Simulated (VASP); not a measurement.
# Ge (a cell with a defect) in VASP: relaxation of the atoms with PBEsol

Aim: the relaxation of the atoms of Ge (a cell with a defect) with PBEsol.

Everything below comes from runs of VASP 6.6.1. Logs are shortened: lines on timing, memory, paths and dates and some standing lists are left out, and cuts for length are marked.

## (1) The cell of the first run

The cell holds a defect, 63 atoms: a = 11.351 Å, b = 11.351 Å, c = 11.351 Å, α = 90.00°, β = 90.00°, γ = 90.00°.

## (2) Relaxation of the atoms, PBEsol

The input, INCAR:

```
PREC = Accurate ; ENCUT = 450
EDIFF = 1E-7 ; ISMEAR = -1
SIGMA = 0.05 ; LREAL = Auto
LASPH = True ; NELM = 120
ALGO = Normal ; ISIF = 2
LWAVE = False ; LCHARG = False
GGA = PS ; IBRION = 2
NSW = 100 ; EDIFFG = -0.03
ISYM = -1 ; GGA_COMPAT = False
NELMIN = 4 ; KPAR = 1
```

The input, KPOINTS:

```
explicit points
1
Reciprocal
  0.25000000   0.25000000   0.25000000 1
```

The input, POSCAR:

```
Ge
1.0
   11.3511840000      0.0000000000      0.0000000000
    0.0000000000     11.3511840000      0.0000000000
    0.0000000000      0.0000000000     11.3511840000
Ge
63
Direct
    0.9989080000      0.9991340000      0.9978790000
    0.9992660000      0.9994040000      0.4978230000
    0.0019130000      0.5022680000      0.0033700000
    0.0006210000      0.5005480000      0.4995610000
    0.4990060000      0.0004650000      0.9972730000
    0.5031940000      0.0000910000      0.5007010000
    0.4998250000      0.4995410000      0.0017680000
    0.1250600000      0.1254880000      0.1235840000
    0.1256100000      0.1243820000      0.6264280000
    0.1254160000      0.6254490000      0.1271280000
    0.1250380000      0.6228320000      0.6294190000
    0.6229870000      0.1268340000      0.1233140000
    0.6224350000      0.1229050000      0.6252100000
    0.6234320000      0.6262720000      0.1257890000
    0.6259180000      0.6203720000      0.6215480000
    0.2496100000      0.2494150000      0.9987930000
    0.2519450000      0.2502640000      0.5013210000
    0.2494570000      0.7516460000      0.0005700000
    0.2474910000      0.7491880000      0.5009760000
    0.7498270000      0.2520400000      0.9994750000
    0.7503990000      0.2497240000      0.5018900000
    0.7506930000      0.7482980000      0.9997710000
    0.7476790000      0.7523220000      0.5004590000
    0.3758760000      0.3797490000      0.1252140000
    0.3734870000      0.3744280000      0.6237960000
    0.3760270000      0.8733660000      0.1247320000
    0.3750990000      0.8750260000      0.6241060000
    0.8759270000      0.3749150000      0.1283080000
    0.8724580000      0.3732710000      0.6229920000
    0.8747990000      0.8744660000      0.1277270000
    0.8769990000      0.8736140000      0.6255940000
    0.2497650000      0.9995220000      0.2490370000
    0.2507270000      0.0009180000      0.7515610000
    0.2495280000      0.4999790000      0.2499120000
    0.2485370000      0.4981260000      0.7485100000
    0.7471250000      0.0011650000      0.2503130000
    0.7501910000      0.0006680000      0.7450780000
    0.7501020000      0.4991610000      0.2490770000
    0.7499650000      0.4979780000      0.7496250000
    0.3719810000      0.1236620000      0.3762510000
    0.3749140000      0.1251370000      0.8757830000
    0.3743260000      0.6232160000      0.3744930000
    0.3735310000      0.6201640000      0.8768460000
    0.8731190000      0.1284890000      0.3725090000
    0.8794610000      0.1300530000      0.8770940000
    0.8705570000      0.6273900000      0.3771380000
    0.8729410000      0.6269540000      0.8725570000
    0.0020040000      0.2508960000      0.2483350000
    0.9983000000      0.2511560000      0.7510200000
    0.0017770000      0.7467140000      0.2503460000
    0.9984720000      0.7485650000      0.7518070000
    0.4998650000      0.2490840000      0.2513960000
    0.5007400000      0.2507240000      0.7499930000
    0.4988630000      0.7524240000      0.2494550000
    0.4993070000      0.7495140000      0.7498250000
    0.1247040000      0.3730210000      0.3748400000
    0.1265990000      0.3770810000      0.8767490000
    0.1246000000      0.8769420000      0.3729660000
    0.1253360000      0.8738100000      0.8765590000
    0.6247770000      0.3780270000      0.3765400000
    0.6227550000      0.3738090000      0.8725790000
    0.6243520000      0.8750350000      0.3718920000
    0.6257080000      0.8748570000      0.8726340000
```

Potentials or basis: VASP PAW PBE potentials, release 64 (Ge_d).

Command:

```sh
$ cat potpaw_PBE.64/Ge_d/POTCAR > POTCAR
$ mpirun -np 8 vasp_std > vasp.out
```

OUTCAR:

```text
PREC = Accurate
   ENCUT = 450
   EDIFF = 1E-7
   ISMEAR = -1
   LREAL = Auto
   LASPH = True
   NELM = 120
   ISIF = 2
   GGA = PS
   IBRION = 2
   NSW = 100
   EDIFFG = -0.03
   ISYM = -1
   NELMIN = 4

 ion  position               nearest neighbor table
   1  0.999  0.999  0.998-  45 2.43  59 2.45   8 2.48  30 2.48
   2  0.999  0.999  0.498-  58 2.44  31 2.46   9 2.49  44 2.49
   3  0.002  0.502  0.003-  10 2.43  57 2.47  28 2.48  47 2.52
   4  0.001  0.501  0.500-  56 2.47  11 2.47  29 2.48  46 2.49
   5  0.499  0.000  0.997-  41 2.43  12 2.47  63 2.47  26 2.47
   6  0.503  0.000  0.501-  13 2.40  62 2.46  27 2.47  40 2.49
   7  0.500  0.500  0.002-  24 2.41  43 2.44  14 2.45  61 2.48
   8  0.125  0.125  0.124-  48 2.45  16 2.45  32 2.46   1 2.48
   9  0.126  0.124  0.626-  33 2.45  17 2.47  49 2.48   2 2.49
  10  0.125  0.625  0.127-  50 2.41   3 2.43  34 2.44  18 2.47
  11  0.125  0.623  0.629-  35 2.41  51 2.46   4 2.47  19 2.47
  12  0.623  0.127  0.123-  52 2.45  20 2.46   5 2.47  36 2.47
  13  0.622  0.123  0.625-   6 2.40  37 2.42  53 2.45  21 2.48
  14  0.623  0.626  0.126-   7 2.45  54 2.45  22 2.46  38 2.47
  15  0.626  0.620  0.622-  39 2.45  23 2.46  55 2.52
  16  0.250  0.249  0.999-  41 2.44  57 2.44   8 2.45  24 2.51
  17  0.252  0.250  0.501-  25 2.41  40 2.44  56 2.47   9 2.47
  18  0.249  0.752  0.001-  59 2.43  26 2.44  10 2.47  43 2.49
  19  0.247  0.749  0.501-  27 2.47  11 2.47  58 2.48  42 2.49
  20  0.750  0.252  0.999-  45 2.45  61 2.46  12 2.46  28 2.48
  21  0.750  0.250  0.502-  29 2.40  44 2.45  13 2.48  60 2.49
  22  0.751  0.748  1.000-  47 2.43  14 2.46  30 2.48  63 2.48
  23  0.748  0.752  0.500-  46 2.43  62 2.46  15 2.46  31 2.46
  24  0.376  0.380  0.125-   7 2.41  34 2.43  52 2.50  16 2.51
  25  0.373  0.374  0.624-  17 2.41  35 2.45  53 2.47
  26  0.376  0.873  0.125-  54 2.42  18 2.44  32 2.47   5 2.47
  27  0.375  0.875  0.624-  55 2.46   6 2.47  19 2.47  33 2.48
  28  0.876  0.375  0.128-  48 2.43  38 2.43  20 2.48   3 2.48
  29  0.872  0.373  0.623-  21 2.40  39 2.45  49 2.46   4 2.48
  30  0.875  0.874  0.128-  36 2.47  50 2.47  22 2.48   1 2.48
  31  0.877  0.874  0.626-  51 2.44  37 2.45  23 2.46   2 2.46
[... 8 lines left out ...]
  40  0.372  0.124  0.376-  17 2.44  32 2.45  52 2.48   6 2.49
  41  0.375  0.125  0.876-   5 2.43  16 2.44  33 2.44  53 2.47
  42  0.374  0.623  0.374-  34 2.44  54 2.48  19 2.49
  43  0.374  0.620  0.877-   7 2.44  35 2.46  18 2.49  55 2.50
  44  0.873  0.128  0.373-  21 2.45  48 2.46  36 2.46   2 2.49
  45  0.879  0.130  0.877-  49 2.40   1 2.43  20 2.45  37 2.56
  46  0.871  0.627  0.377-  23 2.43  38 2.47  50 2.47   4 2.49
  47  0.873  0.627  0.873-  51 2.41  22 2.43  39 2.46   3 2.52
  48  0.002  0.251  0.248-  28 2.43  56 2.43   8 2.45  44 2.46
[... 9 lines left out ...]
  58  0.125  0.877  0.373-  32 2.44   2 2.44  50 2.46  19 2.48
  59  0.125  0.874  0.877-  18 2.43   1 2.45  51 2.47  33 2.47
  60  0.625  0.378  0.377-  38 2.45  52 2.48  21 2.49
  61  0.623  0.374  0.873-  53 2.41  39 2.45  20 2.46   7 2.48
  62  0.624  0.875  0.372-  36 2.43  54 2.43  23 2.46   6 2.46
  63  0.626  0.875  0.873-  55 2.45   5 2.47  37 2.48  22 2.48

IMPORTANT INFORMATION: All symmetrisations will be switched off!
NOSYMM: (Re-)initialisation of all symmetry stuff for point group C_1.

----------------------------------------------------------------------------------------

                                     Primitive cell

  volume of cell :    1462.5930

  direct lattice vectors                    reciprocal lattice vectors
    11.351184000  0.000000000  0.000000000     0.088096537  0.000000000  0.000000000
     0.000000000 11.351184000  0.000000000     0.000000000  0.088096537  0.000000000
     0.000000000  0.000000000 11.351184000     0.000000000  0.000000000  0.088096537

  length of vectors
    11.351184000 11.351184000 11.351184000     0.088096537  0.088096537  0.088096537

  position of ions in fractional coordinates (direct lattice)
     0.998908000  0.999134000  0.997879000
     0.999266000  0.999404000  0.497823000
     0.001913000  0.502268000  0.003370000
     0.000621000  0.500548000  0.499561000
     0.499006000  0.000465000  0.997273000
     0.503194000  0.000091000  0.500701000
[... 55 lines left out ...]
     0.624352000  0.875035000  0.371892000
     0.625708000  0.874857000  0.872634000

  ion indices of the primitive-cell ions
   primitive index   ion index
                 1           1
                 2           2
                 3           3
                 4           4
                 5           5
                 6           6
[... 55 lines left out ...]
                62          62
                63          63

----------------------------------------------------------------------------------------

 KPOINTS: explicit points

Read explicit list of k-points.

 Found      1 k-points:

 Following reciprocal coordinates:
            Coordinates               Weight
  0.250000  0.250000  0.250000      1.000000
   k-points           NKPTS =      1   k-points in BZ     NKDIM =      1   number of bands    NBANDS=    536
   number of dos      NEDOS =    301   number of ions     NIONS =     63
   total plane-waves  NPLWV = 512000
   dimension x,y,z NGX =    80 NGY =   80 NGZ =   80
   dimension x,y,z NGXF=   160 NGYF=  160 NGZF=  160
   ions per type =              63
   NGX,Y,Z   is equivalent  to a cutoff of  11.72, 11.72, 11.72 a.u.
   NGXF,Y,Z  is equivalent  to a cutoff of  23.43, 23.43, 23.43 a.u.
 SYSTEM =  unknown system
   PREC   = accura    normal or accurate (medium, high low for compatibility)
   ISTART =      0    job   : 0-new  1-cont  2-samecut
   ICHARG =      2    charge: 1-file 2-atom 10-const
   ISPIN  =      1    spin polarized calculation?
   LNONCOLLINEAR =      F non collinear calculations
   LSORBIT =      F    spin-orbit coupling
   LASPH  =      T    aspherical Exc in radial PAW
   ENCUT  =  450.0 eV  33.07 Ry    5.75 a.u.  19.63 19.63 19.63*2*pi/ulx,y,z
   NELM   =    120;   NELMIN=  4; NELMDL= -5     # of ELM steps
   EDIFF  = 0.1E-06   stopping-criterion for ELM
   LREAL  =      T    real-space projection
   EDIFFG = -.3E-01   stopping-criterion for IOM
   NSW    =    100    number of steps for IOM
   IBRION =      2    ionic relax: 0-MD 1-quasi-New 2-CG
   NFREE  =      1    steps in history (QN), initial steepest desc. (CG)
   ISIF   =      2    stress and relaxation
   ISYM   =     -1    0-nonsym 1-usesym 2-fastsym
   POTIM  = 0.5000    time-step for ionic-motion
   TEBEG  =    0.0;   TEEND  =   0.0 temperature during run
   PSTRESS=    0.0 pullay stress
   NELECT =     882.0000    total number of electrons
   NUPDOWN=      -1.0000    fix difference up-down
   EMIN   =  10.00;   EMAX   =-10.00  energy-range for DOS
   EFERMI =   0.00;   METHOD = LEGACY
   ISMEAR =    -1;   SIGMA  =   0.05  broadening in eV -4-tet -1-fermi 0-gaus
   EFERMI_NEDOS =   21; number of points for ismear=-14 and -15
   IALGO  =     38    algorithm
   IMIX   =      4    mixing-type and parameters
     AMIX     =   0.40;   BMIX     =  1.00
     AMIX_MAG =   1.60;   BMIX_MAG =  1.00
  volume/ion in A,a.u.               =      23.22       156.67
  Fermi-wavevector in a.u.,A,eV,Ry     =   1.383109  2.613698 26.027831  1.912992
  Thomas-Fermi vector in A             =   2.507738
   LORBIT       =      0    0 simple, 1 ext, 2 COOP (PROOUT), +10 PAW based schemes
   GGA     = PS    functional components
   LHFCALC =     F    Hartree Fock is set to
   AEXX    =    0.0000 exact exchange contribution
   IVDW    =     0    specifies the selected vdW correction
   LEPSILON=     F    determine dielectric tensor
   LRPA    =     F    only Hartree local field effects (RPA)
 conjugate gradient relaxation of ions
 non-spin polarized calculation
  energy-cutoff  :      450.00
  volume of cell :     1462.59
 maximum number of plane-waves:     31685
 NGX is ok and might be reduce to    80
   NGX = 39   NGY = 39   NGZ = 39

--------------------------------------- Ionic step        1  -------------------------------------------

 number of electron     881.9999838 magnetization

 Free energy of the ion-electron system (eV)
  ---------------------------------------------------
  ext. energy  EPLUGINS =         0.00000000
  ---------------------------------------------------
  free energy    TOTEN  =      -307.66257812 eV

  energy without entropy =     -307.61789075  energy(sigma->0) =     -307.64023443

------------------------ aborting loop because EDIFF is reached ----------------------------------------

  FORCE on cell =-STRESS in cart. coord.  units (eV):
  Direction    XX          YY          ZZ          XY          YZ          ZX
  --------------------------------------------------------------------------------------
  -------------------------------------------------------------------------------------
  Total       -4.2889965     -5.1008038     -4.6790379     -6.2702185     -6.3387491     -6.1555668
  in kB       -4.6983221     -5.5876052     -5.1255875     -6.8686243     -6.9436952     -6.7430307
  external PRESSURE =      -5.1371716 kB  Pullay stress =       0.0000000 kB
[... 272 lines left out ...]
  FREE ENERGIE OF THE ION-ELECTRON SYSTEM (eV)
  ---------------------------------------------------
  free  energy   TOTEN  =      -308.2170699469 eV

  energy  without entropy=     -308.2057042938  energy(sigma->0) =     -308.21138712

[... ionic steps 4 to 15 ...]

--------------------------------------- Ionic step       16  -------------------------------------------

 number of electron     881.9999787 magnetization

------------------------ aborting loop because EDIFF is reached ----------------------------------------
[... 189 lines left out ...]
--------------------------------------- Ionic step       18  -------------------------------------------

 number of electron     881.9999785 magnetization

 Free energy of the ion-electron system (eV)
  ---------------------------------------------------
  ext. energy  EPLUGINS =         0.00000000
  ---------------------------------------------------
  free energy    TOTEN  =      -308.88092021 eV

  energy without entropy =     -308.86847467  energy(sigma->0) =     -308.87469744

 E-fermi :   4.3822     XC(G=0): -10.0333

 val. band max:        4.1169447962   @ k =   0.2500   0.2500   0.2500
 cond. band min:       4.6470111649   @ k =   0.2500   0.2500   0.2500
 fundamental gap:      0.5300663688
 Fermi energy:         4.3822043080

 k-point     1 :       0.2500    0.2500    0.2500
  band No.  band energies     occupation
      1     -20.2770      2.00000
      2     -20.2677      2.00000
      3     -20.2668      2.00000
      4     -20.2662      2.00000
      5     -20.2638      2.00000
      6     -20.2634      2.00000
[... 445 lines left out ...]
    452       5.9841      0.00000
    453       5.9845      0.00000
 [bands above 453 left out]

------------------------ aborting loop because EDIFF is reached ----------------------------------------

  FORCE on cell =-STRESS in cart. coord.  units (eV):
  Direction    XX          YY          ZZ          XY          YZ          ZX
  --------------------------------------------------------------------------------------
  -------------------------------------------------------------------------------------
  Total      -14.0455257    -14.0477020    -14.0454333     -5.2409432     -5.2833315     -5.2532968
  in kB      -15.3859774    -15.3883614    -15.3858762     -5.7411189     -5.7875526     -5.7546516
  external PRESSURE =     -15.3867383 kB  Pullay stress =       0.0000000 kB
[... 78 lines left out ...]
  FREE ENERGIE OF THE ION-ELECTRON SYSTEM (eV)
  ---------------------------------------------------
  free  energy   TOTEN  =      -308.8809202077 eV

  energy  without entropy=     -308.8684746707  energy(sigma->0) =     -308.87469744

 reached required accuracy - stopping structural energy minimisation
```

It took 59 min on 8 MPI ranks of Intel Xeon Platinum 8488C (Sapphire Rapids), shared host; peak memory 0.39 GiB.

What came out:

- Free energy: -308.8809 eV
- Energy gained by relaxing: 19.3 meV/atom
- Ionic steps: 18
- Pressure after relaxing: -1.5 GPa
- Largest force after relaxing: 0.019 eV/Å

Forces on the atoms (eV/Å):
```
Ge   0.007  0.006  0.007
Ge   0.006  0.002 -0.009
Ge   0.013 -0.009  0.009
Ge  -0.017  0.007  0.003
Ge  -0.006  0.002  0.009
Ge   0.010 -0.004  0.009
Ge   0.001  0.005 -0.011
Ge   0.005  0.001  0.004
Ge   0.003  0.000  0.004
Ge  -0.006  0.001  0.003
Ge   0.003  0.002  0.003
Ge   0.001 -0.002  0.006
Ge  -0.002 -0.002 -0.001
Ge   0.001  0.001  0.004
Ge   0.004 -0.001 -0.001
Ge  -0.003  0.004  0.004
Ge   0.008  0.003  0.014
Ge  -0.005  0.004 -0.003
Ge   0.000  0.008 -0.002
Ge  -0.006  0.000  0.001
Ge   0.006  0.004  0.002
Ge   0.004 -0.001 -0.005
Ge   0.000  0.001 -0.009
Ge   0.005  0.005  0.002
Ge   0.002 -0.001  0.015
Ge  -0.002 -0.007 -0.002
Ge  -0.005 -0.002  0.002
Ge  -0.001  0.001 -0.008
Ge  -0.007 -0.004 -0.004
Ge  -0.005 -0.001 -0.010
Ge  -0.009  0.002 -0.016
Ge  -0.001  0.004  0.004
Ge  -0.004  0.004  0.000
Ge   0.004  0.013 -0.003
Ge  -0.010 -0.004  0.012
Ge   0.005  0.000 -0.001
Ge  -0.005 -0.008 -0.002
Ge   0.009  0.004  0.001
Ge   0.001 -0.005  0.001
Ge   0.001  0.004  0.000
Ge  -0.006 -0.001 -0.009
Ge   0.002  0.018  0.003
Ge  -0.004  0.002  0.004
Ge  -0.009 -0.014 -0.002
Ge   0.002 -0.014 -0.011
Ge  -0.006 -0.006  0.002
Ge  -0.007 -0.011 -0.004
Ge   0.012  0.002  0.005
Ge   0.001 -0.003  0.005
Ge   0.002  0.002 -0.010
Ge  -0.006 -0.005  0.000
Ge   0.015  0.002  0.002
Ge   0.001 -0.005  0.009
Ge  -0.003  0.009 -0.003
Ge  -0.004  0.002 -0.003
Ge   0.003  0.002  0.001
Ge  -0.002 -0.005 -0.005
Ge  -0.004  0.002 -0.002
Ge  -0.006 -0.004  0.001
Ge   0.017 -0.008 -0.003
Ge   0.002 -0.004 -0.007
Ge   0.004 -0.004  0.000
Ge  -0.011  0.002 -0.003
```

The path:
| step | energy change (eV) | largest force (eV/Å) | pressure (GPa) |
| --- | --- | --- | --- |
| 1 | 0.0000 | 1.1705 | -0.51 |
| 2 | -0.4885 | 1.1408 | -0.65 |
| 3 | -0.5545 | 1.1055 | -0.68 |
| 4 | -0.7210 | 0.9611 | -0.77 |
| 5 | -0.8995 | 0.4847 | -1.01 |
| 6 | -1.0427 | 0.2875 | -1.15 |
| 7 | -1.0990 | 0.3530 | -1.29 |
| 8 | -1.1590 | 0.1274 | -1.36 |
| 9 | -1.1647 | 0.2327 | -1.39 |
| 10 | -1.1908 | 0.0853 | -1.43 |
| 11 | -1.1951 | 0.0984 | -1.46 |
| 12 | -1.2068 | 0.0625 | -1.49 |
| 13 | -1.2083 | 0.0694 | -1.50 |
| 14 | -1.2145 | 0.0477 | -1.52 |
| 15 | -1.2147 | 0.0574 | -1.52 |
| 16 | -1.2175 | 0.0309 | -1.54 |
| 17 | -1.2175 | 0.0308 | -1.54 |
| 18 | -1.2183 | 0.0188 | -1.54 |

Levels at points of the mesh, in eV from the Fermi level:
```
           k point  band 439  band 440  band 441  band 442  band 443  band 444
(0.25, 0.25, 0.25)     -0.57     -0.27     -0.27      0.26      0.27      0.57
```

Caveat: the PAW data sets were made with another functional, which shifts forces and pressure a little.
